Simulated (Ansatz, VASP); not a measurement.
**Two plane-wave programs on Bi2Se3**

Contents of INCAR:

```
AGGAC = 1.0 ; AGGAX = 1.0
ALDAC = 0.0 ; ALDAX = 1.0
ALGO = Normal ; EDIFF = 1E-6
EDIFFG = -0.01 ; ENCUT = 600
GGA = B5 ; IBRION = 2
ISIF = 3 ; ISMEAR = -1
IVDW = 12 ; LASPH = T
LCHARG = F ; LREAL = F
LUSENCCL = F ; LWAVE = F
NELM = 60 ; NSW = 60
PREC = Accurate ; SIGMA = 0.05
VDW_A1 = 0.4298 ; VDW_A2 = 4.2359
VDW_S6 = 1.0 ; VDW_S8 = 2.6996
```

The input KPOINTS:

```
k-points
0
Gamma
  8 8 8
```

Contents of POSCAR:

```
Bi2Se3
1.0
    2.0715000000      1.1959810826      9.5453333333
   -2.0715000000      1.1959810826      9.5453333333
    0.0000000000     -2.3919621653      9.5453333333
Bi Se
2 3
Direct
    0.5992000000      0.5992000000      0.5992000000
    0.4008000000      0.4008000000      0.4008000000
    0.7883000000      0.7883000000      0.7883000000
    0.2117000000      0.2117000000      0.2117000000
    0.0000000000      0.0000000000      0.0000000000
```

input.yaml

```yaml
crystal:
  lattice:
    - [2.0715, 1.1959810826, 9.5453333333]
    - [-2.0715, 1.1959810826, 9.5453333333]
    - [0.0, -2.3919621653, 9.5453333333]
  atoms:
    - { symbol: Bi, position: [0.5992, 0.5992, 0.5992] }
    - { symbol: Bi, position: [0.4008, 0.4008, 0.4008] }
    - { symbol: Se, position: [0.7883, 0.7883, 0.7883] }
    - { symbol: Se, position: [0.2117, 0.2117, 0.2117] }
    - { symbol: Se, position: [0.0, 0.0, 0.0] }
hamiltonian:
  xc: blyp
  pseudopotentials: { kind: paw }
  dispersion: d3bj
kpoints:
  mp_grid: { grid: [8, 8, 8] }
scf:
  occupations: { method: fermi_dirac, width: 0.05 }
output:
  forces: true
  stress: true
relax:
  f_tol: 0.01
  max_steps: 40
  cell: { stress_tol: 0.05 }
```

Alike in both runs: task relaxation of cell and atoms; functional BLYP; dispersion D3(BJ); k mesh 8 × 8 × 8; occupations fermi-dirac, width 0.05 eV; no spin polarisation.

```csv
,VASP,Ansatz
version,VASP 6.6.1,Ansatz 0.2.0
potentials or method,"VASP PAW PBE potentials, release 64 (Bi_d, Se)",Ansatz PAW
plane-wave cutoff (eV),600,420
valence electrons in the cell,48,78
```

```csv
,VASP,Ansatz,Ansatz less VASP
relaxed volume (Å³/atom),28.35,28.23,-0.117
relaxed cell length with the largest relative difference (Å),9.665,9.663,-0.0026
```

VASP's potentials were made for PBE, not for BLYP. VASP's potentials hold 48 valence electrons a cell and Ansatz's 78, so a difference there can come from the potentials and not from the codes.

Neither program's run includes spin-orbit coupling. Noted on Ansatz's run: the plane-wave basis is chosen anew once the cell has moved, so the energies of steps on either side of that aren't comparable.
